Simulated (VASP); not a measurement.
# C (P6_3/mmc) in VASP: single point with BLYP

Aim: the single point of C with BLYP.

All numbers are computed with VASP 6.6.1; they aren't measurements. Logs are shortened: lines on timing, memory, paths and dates and some standing lists are left out, and cuts for length are marked.

### 1 The cell of the first run

It takes space group P6_3/mmc (No. 194, hexagonal). Conventional cell: a = 2.474 Å, b = 2.474 Å, c = 11.787 Å, α = 90.00°, β = 90.00°, γ = 120.00°. C (site symmetry -6m2) has 3 C at 1.43 Å within 1.9 Å. Within 1.9 Å of C (site symmetry -6m2) lie 3 C at 1.43 Å.

### 2 Single point, BLYP

INCAR reads:

```
PREC     = Accurate       # precision mode
ENCUT    = 600            # plane-wave cutoff, eV
EDIFF    = 1E-6           # SCF threshold, eV
ISMEAR   = -1             # smearing method
SIGMA    = 0.1            # smearing width, eV
LREAL    = F              # projectors in reciprocal space
LASPH    = T              # aspherical terms in the spheres
NELM     = 120            # most SCF steps
ALGO     = Normal         # electronic algorithm
ISIF     = 2              # what is computed and relaxed
LWAVE    = F              # write WAVECAR
LCHARG   = F              # write CHGCAR
GGA      = B5             # functional
ALDAX    = 1.0          
AGGAX    = 1.0          
AGGAC    = 1.0          
ALDAC    = 0.0          
NBANDS   = 16             # bands
GGA_COMPAT= F
```

KPOINTS reads:

```
Automatic mesh
0
Gamma
  8 8 2
```

POSCAR reads:

```
C
1.0
    2.4737679664      0.0000000000      0.0000000000
   -1.2368839832      2.1423459020      0.0000000000
    0.0000000000      0.0000000000     11.7874884363
C
4
Direct
    1.0000000000      1.0000000000      0.2500000000
    0.0000000000      0.0000000000      0.7500000000
    0.3333333333      0.6666666667      0.2500000000
    0.6666666667      0.3333333333      0.7500000000
```

Potentials or basis: VASP PAW PBE potentials, release 64 (C).

The run is started by

```sh
cat potpaw_PBE.64/C/POTCAR > POTCAR
mpirun -np 1 vasp_std > vasp.out
```

OUTCAR:

```text
PREC = Accurate
   ENCUT = 600
   EDIFF = 1E-6
   ISMEAR = -1
   LREAL = F
   LASPH = T
   NELM = 120
   ISIF = 2
   GGA = B5

 ion  position               nearest neighbor table
   1  0.000  0.000  0.250-   3 1.43   3 1.43   3 1.43
   2  0.000  0.000  0.750-   4 1.43   4 1.43   4 1.43
   3  0.333  0.667  0.250-   1 1.43   1 1.43   1 1.43
   4  0.667  0.333  0.750-   2 1.43   2 1.43   2 1.43

  LATTYP: Found a hexagonal cell.
 ALAT       =     2.4737679664
 C/A-ratio  =     4.7649935630

  Lattice vectors:

 A1 = (   2.4737679664,   0.0000000000,   0.0000000000)
 A2 = (  -1.2368839832,   2.1423459020,   0.0000000000)
 A3 = (   0.0000000000,   0.0000000000,  11.7874884363)

Analysis of symmetry for initial positions (statically):
=====================================================================
 Subroutine PRICEL returns:
 Original cell was already a primitive cell.

 Routine SETGRP: Setting up the symmetry group for a
 hexagonal supercell.

 Subroutine GETGRP returns: Found 24 space group operations
 (whereof 12 operations were pure point group operations)
 out of a pool of 24 trial point group operations.

The static configuration has the point symmetry D_3d.
 The point group associated with its full space group is D_6h.

Analysis of symmetry for dynamics (positions and initial velocities):
=====================================================================
 Subroutine PRICEL returns:
 Original cell was already a primitive cell.

 Routine SETGRP: Setting up the symmetry group for a
 hexagonal supercell.

 Subroutine GETGRP returns: Found 24 space group operations
 (whereof 12 operations were pure point group operations)
 out of a pool of 24 trial point group operations.

The dynamic configuration has the point symmetry D_3d.
 The point group associated with its full space group is D_6h.

 Subroutine INISYM returns: Found 24 space group operations
 (whereof 12 operations are pure point group operations),
 and found     1 'primitive' translations

----------------------------------------------------------------------------------------

                                     Primitive cell

  volume of cell :      62.4698

  direct lattice vectors                    reciprocal lattice vectors
     2.473767966  0.000000000  0.000000000     0.404241632  0.233389015  0.000000000
    -1.236883983  2.142345902  0.000000000     0.000000000  0.466778030  0.000000000
[... 85 lines left out ...]
   LREAL  =      F    real-space projection
   EDIFFG = 0.1E-04   stopping-criterion for IOM
   NSW    =      0    number of steps for IOM
   IBRION =     -1    ionic relax: 0-MD 1-quasi-New 2-CG
   NFREE  =      0    steps in history (QN), initial steepest desc. (CG)
   ISIF   =      2    stress and relaxation
   ISYM   =      2    0-nonsym 1-usesym 2-fastsym
   POTIM  = 0.5000    time-step for ionic-motion
   TEBEG  =    0.0;   TEEND  =   0.0 temperature during run
   PSTRESS=    0.0 pullay stress
   NELECT =      16.0000    total number of electrons
   NUPDOWN=      -1.0000    fix difference up-down
   EMIN   =  10.00;   EMAX   =-10.00  energy-range for DOS
   EFERMI =   0.00;   METHOD = LEGACY
   ISMEAR =    -1;   SIGMA  =   0.10  broadening in eV -4-tet -1-fermi 0-gaus
   EFERMI_NEDOS =   21; number of points for ismear=-14 and -15
   IALGO  =     38    algorithm
   IMIX   =      4    mixing-type and parameters
     AMIX     =   0.40;   BMIX     =  1.00
     AMIX_MAG =   1.60;   BMIX_MAG =  1.00
  volume/ion in A,a.u.               =      15.62       105.39
  Fermi-wavevector in a.u.,A,eV,Ry     =   1.039661  1.964673 14.706455  1.080894
  Thomas-Fermi vector in A             =   2.174201
   LORBIT       =      0    0 simple, 1 ext, 2 COOP (PROOUT), +10 PAW based schemes
   GGA     = B5    functional components
   LHFCALC =     F    Hartree Fock is set to
   AEXX    =    0.0000 exact exchange contribution
   IVDW    =     0    specifies the selected vdW correction
   LEPSILON=     F    determine dielectric tensor
   LRPA    =     F    only Hartree local field effects (RPA)
 non-spin polarized calculation
  energy-cutoff  :      600.00
  volume of cell :       62.47
 maximum number of plane-waves:      2116
 NGX is ok and might be reduce to    20
   NGX =  9   NGY =  9   NGZ = 47

 number of electron      16.0000001 magnetization

 Free energy of the ion-electron system (eV)
  ---------------------------------------------------
  ext. energy  EPLUGINS =         0.00000000
  ---------------------------------------------------
  free energy    TOTEN  =       -34.70346017 eV

  energy without entropy =      -34.70341280  energy(sigma->0) =      -34.70343648

 E-fermi :   1.1278     XC(G=0):  -6.4875

 val. band max:        0.1571355490   @ k =   0.3750   0.2500   0.0000
 cond. band min:       2.1009024285   @ k =   0.3750   0.2500   0.0000
 fundamental gap:      1.9437668795
 Fermi energy:         1.1277737453

 k-point     1 :       0.0000    0.0000    0.0000
  band No.  band energies     occupation
      1     -18.2011      2.00000
      2     -18.2004      2.00000
      3      -6.3822      2.00000
      4      -6.3456      2.00000
      5      -2.0479      2.00000
      6      -2.0479      2.00000
[... 357 lines left out ...]
      3     -11.2330      2.00000
      4     -11.2330      2.00000
      5      -8.5231      2.00000
      6      -8.5231      2.00000
[... 8 lines left out ...]
     15      13.3724      0.00000
     16      13.3724      0.00000

------------------------ aborting loop because EDIFF is reached ----------------------------------------

  FORCE on cell =-STRESS in cart. coord.  units (eV):
  Direction    XX          YY          ZZ          XY          YZ          ZX
  --------------------------------------------------------------------------------------
  -------------------------------------------------------------------------------------
  Total        0.0077854      0.0077854     -0.0472764      0.0000000      0.0000000      0.0000000
  in kB        0.1996734      0.1996734     -1.2125102      0.0000000      0.0000000      0.0000000
  external PRESSURE =      -0.2710545 kB  Pullay stress =       0.0000000 kB

 VOLUME and BASIS-vectors are now :
 -----------------------------------------------------------------------------
  energy-cutoff  :      600.00
  volume of cell :       62.47
      direct lattice vectors                 reciprocal lattice vectors
     2.473767966  0.000000000  0.000000000     0.404241632  0.233389015  0.000000000
    -1.236883983  2.142345902  0.000000000     0.000000000  0.466778030  0.000000000
     0.000000000  0.000000000 11.787488436     0.000000000  0.000000000  0.084835714

 POSITION                                       TOTAL-FORCE (eV/Angst)
 -----------------------------------------------------------------------------------
      0.00000      0.00000      2.94687        -0.000000     -0.000000     -0.000000
      0.00000      0.00000      8.84062         0.000000      0.000000     -0.000000
     -0.00000      1.42823      2.94687         0.000000      0.000000      0.000000
      1.23688      0.71412      8.84062        -0.000000     -0.000000     -0.000000
 -----------------------------------------------------------------------------------
    total drift:                                0.000000     -0.000000      0.000000

  FREE ENERGIE OF THE ION-ELECTRON SYSTEM (eV)
  ---------------------------------------------------
  free  energy   TOTEN  =       -34.7034601654 eV

  energy  without entropy=      -34.7034128008  energy(sigma->0) =      -34.70343648
```

OSZICAR:

```text
N       E                     dE             d eps       ncg     rms          rms(c)
DAV:   1     0.737662512291E+02    0.73766E+02   -0.76929E+03   640   0.955E+02
DAV:   2    -0.312436701573E+02   -0.10501E+03   -0.92763E+02   912   0.202E+02
DAV:   3    -0.373132599379E+02   -0.60696E+01   -0.60198E+01   816   0.493E+01
DAV:   4    -0.374023606159E+02   -0.89101E-01   -0.88963E-01   864   0.711E+00
DAV:   5    -0.374046444773E+02   -0.22839E-02   -0.22825E-02   816   0.106E+00    0.885E+00
DAV:   6    -0.354253851448E+02    0.19793E+01   -0.16543E+00   792   0.727E+00    0.506E+00
DAV:   7    -0.346993992511E+02    0.72599E+00   -0.21496E+00   760   0.839E+00    0.140E+00
DAV:   8    -0.347038321233E+02   -0.44329E-02   -0.87729E-02   776   0.164E+00    0.306E-01
DAV:   9    -0.347026400237E+02    0.11921E-02   -0.30574E-03   792   0.366E-01    0.172E-01
DAV:  10    -0.347034574867E+02   -0.81746E-03   -0.23295E-03   688   0.271E-01    0.917E-02
DAV:  11    -0.347034658558E+02   -0.83690E-05   -0.16038E-04   856   0.731E-02    0.347E-02
DAV:  12    -0.347034610384E+02    0.48174E-05   -0.25271E-05   768   0.338E-02    0.640E-03
DAV:  13    -0.347034599639E+02    0.10745E-05   -0.20930E-06   704   0.932E-03    0.233E-03
DAV:  14    -0.347034601654E+02   -0.20152E-06   -0.17271E-07   600   0.349E-03
   1 F= -.34703460E+02 E0= -.34703436E+02  d E =-.473646E-04
```

stdout:

```text
POSCAR found type information on POSCAR C
 POSCAR found :  1 types and       4 ions
 scaLAPACK will be used
 -----------------------------------------------------------------------------
|                                                                             |
|                                                                             |
|     You enforced a specific xc type in the INCAR file but a different       |
|     I HOPE YOU KNOW WHAT YOU ARE DOING!                                     |
|                                                                             |
 -----------------------------------------------------------------------------

 LDA part: xc-table for (Slater(with rela. corr.)+VWN5), standard interpolation
 POSCAR, INCAR and KPOINTS ok, starting setup
 FFT: planning ... GRIDC
 FFT: planning ... GRID_SOFT
 FFT: planning ... GRID
 WAVECAR not read
 entering main loop
```

Wall time 33 s (1 thread of Intel Xeon Platinum 8488C (Sapphire Rapids), shared host); peak memory 0.17 GiB.

What came out:

```
Free energy : -34.7035 eV
Pressure    : 0.0 GPa
```

Caveat: this functional lacks dispersion, which binds the layers, so the pressure and a relaxed spacing across them are unreliable; the PAW data sets were made with another functional, which shifts forces and pressure a little.
